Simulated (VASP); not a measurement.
PbS:

```
CELL_PARAMETERS angstrom
0.00000 3.32383 3.32383
3.32383 0.00000 3.32383
3.32383 3.32383 0.00000
ATOMIC_POSITIONS crystal
Pb 0.00000 0.00000 0.00000
S 0.25000 0.25000 0.25000
```

Base run:

```yaml
Program: VASP 6.6.1
Functional: PBE
Potentials_or_basis: VASP PAW PBE potentials, release 64 (Pb_d, S)
Cutoff: 520 eV
k_mesh: 10 × 10 × 10
Occupations: gaussian, width 0.05 eV
Spin: no spin polarisation
```

Its results: band gap on the k mesh 0.89 eV, indirect (least direct gap 1.30 eV); pressure -0.1 GPa.

**Question.** The run is repeated on the same cell with these changes: functional from PBE to r2SCAN. What comes out?

**Answer.** Band gap on the k mesh 1.05 eV, indirect (least direct gap 1.47 eV); pressure -0.8 GPa.

r2SCAN gives the wider gap, since meta-GGAs in the generalised Kohn-Sham scheme recover part of the derivative discontinuity.

Caveats: spin-orbit coupling is left out, which moves the levels of the heavy elements; the PAW data sets were made with another functional, which shifts forces and pressure a little (some runs).

A k mesh can miss the band edges.
